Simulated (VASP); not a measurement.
# SiNi3 (Pm-3m) in VASP: notebook

Aim: see how the results for SiNi3 move with the level of theory and the settings. Levels: PBEsol, r2SCAN. Tasks: single point.

All numbers are computed with VASP 6.6.1; they aren't measurements. Logs are shortened: lines on timing, memory, paths and dates and some standing lists are left out, and cuts for length are marked.

## 1. The cell of the first run

The structure is cubic, space group Pm-3m (No. 221). Conventional cell: a = 3.542 Å, b = 3.542 Å, c = 3.542 Å, α = 90.00°, β = 90.00°, γ = 90.00°. Within 3.3 Å of Ni (site symmetry 4/mmm) lie 8 Ni at 2.50 Å and 4 Si at 2.50 Å. Within 3.3 Å of Si (site symmetry m-3m) lie 12 Ni at 2.50 Å.

## 2. Single point, PBEsol, collinear spin, ferromagnetic start

File INCAR:

```
SYSTEM = SiNi3
  PREC = Accurate
  ENCUT = 520
  EDIFF = 1E-6
  ISMEAR = 0
  SIGMA = 0.05
  LREAL = .False.
  LASPH = .True.
  NELM = 150
  ALGO = Normal
  ISIF = 2
  LWAVE = .False.
  LCHARG = .False.
  ISPIN = 2
  MAGMOM = 1 1 1 0
  LORBIT = 11
  LMAXMIX = 4
  GGA = PS
  NBANDS = 29
```

File KPOINTS:

```
regular mesh
0
Gamma
  6 6 6
  0 0 0
```

File POSCAR:

```
SiNi3
1.0
    3.5420000000      0.0000000000      0.0000000000
    0.0000000000      3.5420000000      0.0000000000
    0.0000000000      0.0000000000      3.5420000000
Ni Si
3 1
Direct
    0.5000000000      0.5000000000      0.0000000000
    0.5000000000      0.0000000000      0.5000000000
    0.0000000000      0.5000000000      0.5000000000
    0.0000000000      0.0000000000      0.0000000000
```

Potentials or basis: VASP PAW PBE potentials, release 64 (Ni, Si).

The run is started by

```console
cat potpaw_PBE.64/Ni/POTCAR potpaw_PBE.64/Si/POTCAR > POTCAR
mpirun -np 1 vasp_std > vasp.out
```

OUTCAR:

```text
SYSTEM = SiNi3
   PREC = Accurate
   ENCUT = 520
   EDIFF = 1E-6
   ISMEAR = 0
   LREAL = .False.
   LASPH = .True.
   NELM = 150
   ISIF = 2
   ISPIN = 2
   LORBIT = 11
   GGA = PS

 ion  position               nearest neighbor table
   1  0.500  0.500  0.000-   2 2.50   3 2.50   4 2.50   2 2.50   3 2.50   2 2.50   4 2.50   2 2.50
                             3 2.50   4 2.50   3 2.50   4 2.50
   2  0.500  0.000  0.500-   1 2.50   3 2.50   4 2.50   1 2.50   4 2.50   1 2.50   3 2.50   1 2.50
                             3 2.50   4 2.50   4 2.50   3 2.50
   3  0.000  0.500  0.500-   1 2.50   2 2.50   4 2.50   1 2.50   4 2.50   2 2.50   4 2.50   4 2.50
                             1 2.50   2 2.50   1 2.50   2 2.50
   4  0.000  0.000  0.000-   1 2.50   2 2.50   3 2.50   2 2.50   3 2.50   1 2.50   3 2.50   3 2.50
                             1 2.50   2 2.50   2 2.50   1 2.50

  LATTYP: Found a simple cubic cell.
 ALAT       =     3.5420000000

  Lattice vectors:

 A1 = (   3.5420000000,   0.0000000000,   0.0000000000)
 A2 = (   0.0000000000,   3.5420000000,   0.0000000000)
 A3 = (   0.0000000000,   0.0000000000,   3.5420000000)

Analysis of symmetry for initial positions (statically):
=====================================================================
 Subroutine PRICEL returns:
 Original cell was already a primitive cell.

 Routine SETGRP: Setting up the symmetry group for a
 simple cubic supercell.

 Subroutine GETGRP returns: Found 48 space group operations
 (whereof 48 operations were pure point group operations)
 out of a pool of 48 trial point group operations.

The static configuration has the point symmetry O_h .

Analysis of symmetry for dynamics (positions and initial velocities):
=====================================================================
 Subroutine PRICEL returns:
 Original cell was already a primitive cell.

 Routine SETGRP: Setting up the symmetry group for a
 simple cubic supercell.

 Subroutine GETGRP returns: Found 48 space group operations
 (whereof 48 operations were pure point group operations)
 out of a pool of 48 trial point group operations.

The dynamic configuration has the point symmetry O_h .

Analysis of structural, dynamic, and magnetic symmetry:
=====================================================================
 Subroutine PRICEL returns:
 Original cell was already a primitive cell.

 Routine SETGRP: Setting up the symmetry group for a
 simple cubic supercell.

 Subroutine GETGRP returns: Found 48 space group operations
 (whereof 48 operations were pure point group operations)
 out of a pool of 48 trial point group operations.

The overall configuration has the point symmetry O_h .

 Subroutine INISYM returns: Found 48 space group operations
 (whereof 48 operations are pure point group operations),
 and found     1 'primitive' translations

----------------------------------------------------------------------------------------

                                     Primitive cell

  volume of cell :      44.4371

  direct lattice vectors                    reciprocal lattice vectors
     3.542000000  0.000000000  0.000000000     0.282326369  0.000000000  0.000000000
     0.000000000  3.542000000  0.000000000     0.000000000  0.282326369  0.000000000
     0.000000000  0.000000000  3.542000000     0.000000000  0.000000000  0.282326369

  length of vectors
     3.542000000  3.542000000  3.542000000     0.282326369  0.282326369  0.282326369

  position of ions in fractional coordinates (direct lattice)
     0.500000000  0.500000000  0.000000000
     0.500000000  0.000000000  0.500000000
     0.000000000  0.500000000  0.500000000
     0.000000000  0.000000000  0.000000000

  ion indices of the primitive-cell ions
   primitive index   ion index
                 1           1
                 2           2
                 3           3
                 4           4

----------------------------------------------------------------------------------------

 KPOINTS: regular mesh

Automatic generation of k-mesh.
 Grid dimensions read from file:
 generate k-points for:    6    6    6

 Generating k-lattice:

  Cartesian coordinates                     Fractional coordinates (reciprocal lattice)
     0.047054395  0.000000000  0.000000000     0.166666667  0.000000000  0.000000000
     0.000000000  0.047054395  0.000000000     0.000000000  0.166666667  0.000000000
     0.000000000  0.000000000  0.047054395     0.000000000  0.000000000  0.166666667

  Length of vectors
     0.047054395  0.047054395  0.047054395

  Shift w.r.t. Gamma in fractional coordinates (k-lattice)
     0.000000000  0.000000000  0.000000000

 Subroutine IBZKPT returns following result:
 ===========================================

 Found     20 irreducible k-points:

 Following reciprocal coordinates:
            Coordinates               Weight
  0.000000  0.000000  0.000000      1.000000
  0.166667  0.000000  0.000000      6.000000
  0.333333  0.000000  0.000000      6.000000
  0.500000  0.000000  0.000000      3.000000
  0.166667  0.166667  0.000000     12.000000
  0.333333  0.166667  0.000000     24.000000
[... 12 lines left out ...]
  0.500000  0.500000  0.333333      6.000000
  0.500000  0.500000  0.500000      1.000000
   k-points           NKPTS =     20   k-points in BZ     NKDIM =     20   number of bands    NBANDS=     29
   number of dos      NEDOS =    301   number of ions     NIONS =      4
   total plane-waves  NPLWV =  21952
   dimension x,y,z NGX =    28 NGY =   28 NGZ =   28
   dimension x,y,z NGXF=    56 NGYF=   56 NGZF=   56
   ions per type =               3   1
   NGX,Y,Z   is equivalent  to a cutoff of  13.14, 13.14, 13.14 a.u.
   NGXF,Y,Z  is equivalent  to a cutoff of  26.28, 26.28, 26.28 a.u.
 SYSTEM =  SiNi3
   PREC   = accura    normal or accurate (medium, high low for compatibility)
   ISTART =      0    job   : 0-new  1-cont  2-samecut
   ICHARG =      2    charge: 1-file 2-atom 10-const
   ISPIN  =      2    spin polarized calculation?
   LNONCOLLINEAR =      F non collinear calculations
   LSORBIT =      F    spin-orbit coupling
   LASPH  =      T    aspherical Exc in radial PAW
   ENCUT  =  520.0 eV  38.22 Ry    6.18 a.u.   6.59  6.59  6.59*2*pi/ulx,y,z
   NELM   =    150;   NELMIN=  2; NELMDL= -5     # of ELM steps
   EDIFF  = 0.1E-05   stopping-criterion for ELM
   LREAL  =      F    real-space projection
[... 7 lines left out ...]
   TEBEG  =    0.0;   TEEND  =   0.0 temperature during run
   PSTRESS=    0.0 pullay stress
   NELECT =      34.0000    total number of electrons
   NUPDOWN=      -1.0000    fix difference up-down
   EMIN   =  10.00;   EMAX   =-10.00  energy-range for DOS
   EFERMI =   0.00;   METHOD = LEGACY
   ISMEAR =     0;   SIGMA  =   0.05  broadening in eV -4-tet -1-fermi 0-gaus
   EFERMI_NEDOS =   21; number of points for ismear=-14 and -15
   IALGO  =     38    algorithm
   IMIX   =      4    mixing-type and parameters
     AMIX     =   0.40;   BMIX     =  1.00
     AMIX_MAG =   1.60;   BMIX_MAG =  1.00
  volume/ion in A,a.u.               =      11.11        74.97
  Fermi-wavevector in a.u.,A,eV,Ry     =   1.497336  2.829555 30.504465  2.242015
  Thomas-Fermi vector in A             =   2.609237
   LORBIT       =     11    0 simple, 1 ext, 2 COOP (PROOUT), +10 PAW based schemes
   GGA     = PS    functional components
   LHFCALC =     F    Hartree Fock is set to
   AEXX    =    0.0000 exact exchange contribution
   IVDW    =     0    specifies the selected vdW correction
   LEPSILON=     F    determine dielectric tensor
   LRPA    =     F    only Hartree local field effects (RPA)
 spin polarized calculation
 Gauss-broadening in eV      SIGMA  =   0.05
  energy-cutoff  :      520.00
  volume of cell :       44.44
 maximum number of plane-waves:      1222
 NGX is ok and might be reduce to    28
   NGX = 13   NGY = 13   NGZ = 13

 number of electron      33.9999986 magnetization       0.5319597

 number of electron      33.9999988 magnetization      -0.0039589

 Free energy of the ion-electron system (eV)
  ---------------------------------------------------
  ext. energy  EPLUGINS =         0.00000000
  ---------------------------------------------------
  free energy    TOTEN  =       -26.15483654 eV

  energy without entropy =      -26.15149099  energy(sigma->0) =      -26.15316376

 E-fermi :  10.0599     XC(G=0): -13.0722

 val. band max:       10.0394929506   @ k =   0.5000   0.5000   0.3333
 cond. band min:      10.0771964950   @ k =   0.0000   0.0000   0.0000
 fundamental gap:      0.0377035444
 Fermi energy:        10.0598514979

 spin component 1

 k-point     1 :       0.0000    0.0000    0.0000
  band No.  band energies     occupation
      1      -1.6313      1.00000
      2       5.3653      1.00000
      3       6.1693      1.00000
      4       6.1693      1.00000
      5       6.6658      1.00000
      6       6.6658      1.00000
[... 607 lines left out ...]
      6       6.4484      1.00000
[... 21 lines left out ...]
     28      26.6241      0.00000
     29      31.0817      0.00000
 Fermi energy:        10.0598514979

 spin component 2

 k-point     1 :       0.0000    0.0000    0.0000
  band No.  band energies     occupation
      1      -1.6310      1.00000
      2       5.3648      1.00000
      3       6.1682      1.00000
      4       6.1682      1.00000
      5       6.6641      1.00000
      6       6.6641      1.00000
[... 629 lines left out ...]
     28      26.6246      0.00000
     29      31.0827      0.00000

------------------------ aborting loop because EDIFF is reached ----------------------------------------

  FORCE on cell =-STRESS in cart. coord.  units (eV):
  Direction    XX          YY          ZZ          XY          YZ          ZX
  --------------------------------------------------------------------------------------
  -------------------------------------------------------------------------------------
  Total       -3.8511490     -3.8511490     -3.8511490      0.0000000     -0.0000000      0.0000000
  in kB     -138.8529909   -138.8529909   -138.8529909      0.0000000     -0.0000000      0.0000000
  external PRESSURE =    -138.8529909 kB  Pullay stress =       0.0000000 kB

 VOLUME and BASIS-vectors are now :
 -----------------------------------------------------------------------------
  energy-cutoff  :      520.00
  volume of cell :       44.44
      direct lattice vectors                 reciprocal lattice vectors
     3.542000000  0.000000000  0.000000000     0.282326369  0.000000000  0.000000000
     0.000000000  3.542000000  0.000000000     0.000000000  0.282326369  0.000000000
     0.000000000  0.000000000  3.542000000     0.000000000  0.000000000  0.282326369

 POSITION                                       TOTAL-FORCE (eV/Angst)
 -----------------------------------------------------------------------------------
      1.77100      1.77100      0.00000         0.000000      0.000000      0.000000
      1.77100      0.00000      1.77100         0.000000      0.000000      0.000000
      0.00000      1.77100      1.77100         0.000000      0.000000      0.000000
      0.00000      0.00000      0.00000         0.000000      0.000000      0.000000
 -----------------------------------------------------------------------------------
    total drift:                                0.000000      0.000000      0.000000

  FREE ENERGIE OF THE ION-ELECTRON SYSTEM (eV)
  ---------------------------------------------------
  free  energy   TOTEN  =       -26.1548365383 eV

  energy  without entropy=      -26.1514909885  energy(sigma->0) =      -26.15316376

 total charge

# of ion       s       p       d       tot
------------------------------------------
    1        0.475   0.543   8.395   9.414
    2        0.475   0.543   8.395   9.414
    3        0.475   0.543   8.395   9.414
    4        0.729   0.798   0.000   1.527
--------------------------------------------------
tot          2.154   2.429  25.186  29.769

 magnetization (x)

# of ion       s       p       d       tot
------------------------------------------
    1        0.000   0.000  -0.001  -0.001
    2        0.000   0.000  -0.001  -0.001
    3        0.000   0.000  -0.001  -0.001
    4        0.000   0.000   0.000   0.000
--------------------------------------------------
tot          0.000   0.000  -0.004  -0.004
```

Run time: 25 s. Hardware: 1 thread of AMD EPYC 9R45 (Zen 5), shared host; peak memory 0.16 GiB.

Results:

```
Free energy                                           : -26.1548 eV
Pressure                                              : -13.9 GPa
Band gap on the k mesh                                : zero (filled and empty bands overlap)
Net moment                                            : 0.00 μB per cell
Valence electrons inside the program's atomic spheres : Ni 9.41; Si 1.53
```

Caveat: the cell stands under tension; the moments typed at the start vanished in this run; the PAW data sets were made with another functional, which shifts forces and pressure a little.

## 3. Single point, r2SCAN, collinear spin, ferromagnetic start

POSCAR is that of step 2.

File INCAR.step1:

```
ALGO = Normal ; EDIFF = 1E-4
ENCUT = 520 ; GGA = PE
ISMEAR = -1 ; ISPIN = 2
LASPH = T ; LCHARG = F
LMAXMIX = 4 ; LREAL = F
LWAVE = T ; MAGMOM = 1 1 1 0
NBANDS = 29 ; NELM = 150
PREC = Accurate ; SIGMA = 0.05
```

File INCAR.step2:

```
ALGO = Normal ; EDIFF = 1E-6
ENCUT = 520 ; ISIF = 2
ISMEAR = -1 ; ISPIN = 2
ISTART = 1 ; LASPH = T
LCHARG = T ; LELF = T
LMAXMIX = 4 ; LMIXTAU = T
LORBIT = 11 ; LREAL = F
LVHAR = T ; LWAVE = F
MAGMOM = 1 1 1 0 ; METAGGA = R2SCAN
NBANDS = 29 ; NELM = 150
PREC = Accurate ; SIGMA = 0.05
```

File KPOINTS:

```
k-points
0
Gamma
  7 7 7
```

Potentials or basis: VASP PAW PBE potentials, release 64 (Ni, Si).

The run is started by

```console
cat potpaw_PBE.64/Ni/POTCAR potpaw_PBE.64/Si/POTCAR > POTCAR
cp INCAR.step1 INCAR
mpirun -np 1 vasp_std > vasp.out
cp INCAR.step2 INCAR
mpirun -np 1 vasp_std > vasp.out
```

OUTCAR:

```text
EDIFF = 1E-6
   ENCUT = 520
   ISIF = 2
   ISMEAR = -1
   ISPIN = 2
   ISTART = 1
   LASPH = T
   LORBIT = 11
   LREAL = F
   METAGGA = R2SCAN
   NELM = 150
   PREC = Accurate

 ion  position               nearest neighbor table
   1  0.500  0.500  0.000-   2 2.50   3 2.50   4 2.50   2 2.50   3 2.50   2 2.50   4 2.50   2 2.50
                             3 2.50   4 2.50   3 2.50   4 2.50
   2  0.500  0.000  0.500-   1 2.50   3 2.50   4 2.50   1 2.50   4 2.50   1 2.50   3 2.50   1 2.50
                             3 2.50   4 2.50   4 2.50   3 2.50
   3  0.000  0.500  0.500-   1 2.50   2 2.50   4 2.50   1 2.50   4 2.50   2 2.50   4 2.50   4 2.50
                             1 2.50   2 2.50   1 2.50   2 2.50
   4  0.000  0.000  0.000-   1 2.50   2 2.50   3 2.50   2 2.50   3 2.50   1 2.50   3 2.50   3 2.50
                             1 2.50   2 2.50   2 2.50   1 2.50

  LATTYP: Found a simple cubic cell.
[... 1488 lines left out ...]

  FORCE on cell =-STRESS in cart. coord.  units (eV):
  Direction    XX          YY          ZZ          XY          YZ          ZX
  --------------------------------------------------------------------------------------
  -------------------------------------------------------------------------------------
  Total       -3.6547271     -3.6547271     -3.6547271     -0.0000000      0.0000000     -0.0000000
  in kB     -131.7710069   -131.7710069   -131.7710069     -0.0000000      0.0000000     -0.0000000
  external PRESSURE =    -131.7710069 kB  Pullay stress =       0.0000000 kB

 VOLUME and BASIS-vectors are now :
 -----------------------------------------------------------------------------
  energy-cutoff  :      520.00
  volume of cell :       44.44
      direct lattice vectors                 reciprocal lattice vectors
     3.542000000  0.000000000  0.000000000     0.282326369  0.000000000  0.000000000
     0.000000000  3.542000000  0.000000000     0.000000000  0.282326369  0.000000000
     0.000000000  0.000000000  3.542000000     0.000000000  0.000000000  0.282326369

 POSITION                                       TOTAL-FORCE (eV/Angst)
 -----------------------------------------------------------------------------------
      1.77100      1.77100      0.00000         0.000000      0.000000      0.000000
      1.77100      0.00000      1.77100         0.000000      0.000000      0.000000
      0.00000      1.77100      1.77100         0.000000      0.000000      0.000000
      0.00000      0.00000      0.00000         0.000000      0.000000      0.000000
 -----------------------------------------------------------------------------------
    total drift:                                0.000000      0.000000      0.000000

  FREE ENERGIE OF THE ION-ELECTRON SYSTEM (eV)
  ---------------------------------------------------
  free  energy   TOTEN  =       -46.2632581711 eV

  energy  without entropy=      -46.2485557358  energy(sigma->0) =      -46.25590695

 total charge

# of ion       s       p       d       tot
------------------------------------------
    1        0.482   0.559   8.406   9.446
    2        0.482   0.559   8.406   9.446
    3        0.482   0.559   8.406   9.446
    4        0.718   0.814   0.000   1.532
--------------------------------------------------
tot          2.162   2.490  25.218  29.870

 magnetization (x)

# of ion       s       p       d       tot
------------------------------------------
    1       -0.000  -0.000   0.000   0.000
    2       -0.000  -0.000   0.000   0.000
    3       -0.000  -0.000   0.000   0.000
    4       -0.000  -0.000   0.000  -0.000
--------------------------------------------------
tot         -0.000  -0.000   0.000   0.000
```

OSZICAR.step1:

```text
N       E                     dE             d eps       ncg     rms          rms(c)
DAV:   1     0.207400570334E+03    0.20740E+03   -0.14531E+04  2376   0.152E+03
DAV:   2    -0.126772346291E+02   -0.22008E+03   -0.20390E+03  2320   0.300E+02
DAV:   3    -0.268609991373E+02   -0.14184E+02   -0.13280E+02  2580   0.916E+01
DAV:   4    -0.271170534425E+02   -0.25605E+00   -0.25548E+00  2591   0.120E+01
DAV:   5    -0.271243871551E+02   -0.73337E-02   -0.73330E-02  2917   0.178E+00    0.198E+01
DAV:   6    -0.276419280459E+02   -0.51754E+00   -0.26059E+01  2771   0.916E+01    0.192E+01
DAV:   7    -0.237213784274E+02    0.39205E+01   -0.97294E+00  2843   0.517E+01    0.375E+00
DAV:   8    -0.236800153908E+02    0.41363E-01   -0.25588E-01  2838   0.403E+00    0.148E+00
DAV:   9    -0.236692921942E+02    0.10723E-01   -0.15675E-02  3334   0.140E+00    0.635E-01
DAV:  10    -0.236675823678E+02    0.17098E-02   -0.11812E-03  2994   0.345E-01    0.326E-01
DAV:  11    -0.236669575428E+02    0.62482E-03   -0.28779E-04  2295   0.300E-01    0.877E-02
DAV:  12    -0.236669898742E+02   -0.32331E-04   -0.11385E-04  1584   0.117E-01
   1 F= -.23666990E+02 E0= -.23659732E+02  d E =-.145157E-01  mag=     0.0033
```

It took 1.7 min on 1 thread of AMD EPYC 9R45 (Zen 5), shared host; peak memory 0.17 GiB.

Results:

```
Free energy                                           : -46.2633 eV
Pressure                                              : -13.2 GPa
Band gap on the k mesh                                : zero (filled and empty bands overlap)
Net moment                                            : 0.00 μB per cell
Valence electrons inside the program's atomic spheres : Ni 9.45; Si 1.53
```

Caveat: the cell stands under tension; the moments typed at the start vanished in this run; the PAW data sets were made with another functional, which shifts forces and pressure a little.

(Continued in part 2 of 2.)

The gap in the log of VASP goes by the Fermi energy; the results here count the filled bands.